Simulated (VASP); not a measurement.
Set up this calculation in VASP 6.6.1, as the native input.

* Task: single point
* Functional: BLYP
* Dispersion: D3(BJ)
* Potentials or basis: VASP PAW PBE potentials, release 64 (Co, O)
* Cutoff: 600 eV
* k mesh: 11 × 11 × 11
* Occupations: fermi-dirac, width 0.05 eV
* Spin: collinear spin, ferromagnetic start
* Starting moments: [2.0, 0.0] μB
* Dipole correction: no
* Further INCAR settings: ALGO = Normal; EDIFF = 1e-06; NBANDS = 18

The structure of CoO lies in POSCAR:

```
CoO
1.0
    0.0000000000      2.1286473274      2.1286473274
    2.1286473274      0.0000000000      2.1286473274
    2.1286473274      2.1286473274      0.0000000000
Co O
1 1
Direct
    0.0000000000      0.0000000000      0.0000000000
    0.5000000000      0.5000000000      0.5000000000
```

These files were run (other wordings do the same):

INCAR

```
SYSTEM = CoO
AGGAC    = 1.0          
AGGAX    = 1.0          
ALDAC    = 0.0          
ALDAX    = 1.0          
ALGO     = Normal         ! electronic algorithm
EDIFF    = 1E-6           ! SCF threshold, eV
ENCUT    = 600            ! plane-wave cutoff, eV
GGA      = B5             ! functional
GGA_COMPAT= .False.      
ISIF     = 2              ! what is computed and relaxed
ISMEAR   = -1             ! smearing method
ISPIN    = 2              ! spin polarisation
IVDW     = 12             ! dispersion correction
LASPH    = .True.         ! aspherical terms in the spheres
LCHARG   = .False.        ! write CHGCAR
LMAXMIX  = 4              ! l up to which the mixer works
LORBIT   = 11             ! projections on sites
LREAL    = .False.        ! projectors in reciprocal space
LWAVE    = .False.        ! write WAVECAR
MAGMOM   = 2 0            ! initial moments
NBANDS   = 18             ! bands
NELM     = 200            ! most SCF steps
PREC     = Accurate       ! precision mode
SIGMA    = 0.05           ! smearing width, eV
VDW_A1   = 0.4298       
VDW_A2   = 4.2359       
VDW_S6   = 1.0          
VDW_S8   = 2.6996
```

KPOINTS

```
k-points
0
Gamma
  11 11 11
  0 0 0
```

Potentials or basis: VASP PAW PBE potentials, release 64 (Co, O).

Launch:

```bash
$ cat potpaw_PBE.64/Co/POTCAR potpaw_PBE.64/O/POTCAR > POTCAR
$ mpirun -np 1 vasp_std > vasp.out
```

Results of the run:

```yaml
Pressure: -0.5 GPa
Net_moment: 2.76 μB per cell
Site_moments: Co +2.44; O +0.27 μB
Valence_electrons_inside_the_program's_atomic_spheres: Co 7.82; O 4.99
Dispersion_energy_per_atom: -0.558 eV
```

Caveat: the PAW data sets were made with another functional, which shifts forces and pressure a little; a cell with one magnetic atom can't hold antiferromagnetic order, which such compounds often take; pairwise dispersion overbinds metals, which lowers pressure and volume.

Wall time 36 s on 1 thread of AMD EPYC 9R45 96-Core Processor (Zen 5) (shared host), peak memory 0.15 GiB.
